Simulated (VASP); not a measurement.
Write the native input for VASP 6.6.1 that does the following.

```
Task                   : single point
Functional             : PBE
Dispersion             : D3(BJ)
Potentials or basis    : VASP PAW PBE potentials, release 64 (Se, In_d)
Cutoff                 : 400 eV
k mesh                 : 9 × 9 × 1
Occupations            : gaussian, width 0.05 eV
Spin                   : no spin polarisation
Dipole correction      : yes
Further INCAR settings : ALGO = Normal; EDIFF = 1e-06; NBANDS = 48; NELMDL = -8
```

The structure of InSe lies in POSCAR:

```
InSe
1.0
    4.0266103653      0.0000000000      0.0000000000
   -2.0133051827      3.4871468675      0.0000000000
    0.0000000000      0.0000000000     28.2707107737
Se In
4 4
Direct
    0.0000000000      0.0000000000      0.1591753400
    0.0000000000      0.0000000000      0.3496677344
    0.2222222222      0.4444444444      0.4738244996
    0.2222222222      0.4444444444      0.6643168940
    0.6666666667      0.3333333333      0.2049979902
    0.6666666667      0.3333333333      0.3038451596
    0.8888888889      0.7777777778      0.5196471499
    0.8888888889      0.7777777778      0.6184943192
```

This cell differs from its parent crystal: layers slid over each other.

These files were run (other wordings do the same):

INCAR

```
PREC = Accurate
ENCUT = 400
EDIFF = 1E-6
ISMEAR = 0
SIGMA = 0.05
LREAL = False
LASPH = True
NELM = 120
ALGO = Normal
ISIF = 2
LWAVE = False
LCHARG = False
LDIPOL = True
IDIPOL = 3
DIPOL = 0.5 0.5 0.412
GGA = PE
IVDW = 12
NBANDS = 48
GGA_COMPAT = False
NELMDL = -8
```

KPOINTS

```
Automatic mesh
0
Gamma
  9 9 1
```

Potentials or basis: VASP PAW PBE potentials, release 64 (Se, In_d).

Command:

```sh
$ cat potpaw_PBE.64/Se/POTCAR potpaw_PBE.64/In_d/POTCAR > POTCAR
$ mpirun -np 1 vasp_std > vasp.out
```

Results of the run:

```json
{
 "Largest force": "0.066 eV/Å",
 "Band gap on the k mesh": "1.20 eV (least direct gap 1.24 eV)",
 "Dispersion energy per atom": "-0.249 eV"
}
```

Caveat: the cell differs from its parent crystal (layers slid over each other); spin-orbit coupling is left out, which moves the levels of the heavy elements.

Wall time 7.7 min on 1 thread of AMD EPYC 9R45 96-Core Processor (Zen 5), with other jobs on the host, peak memory 0.49 GiB.
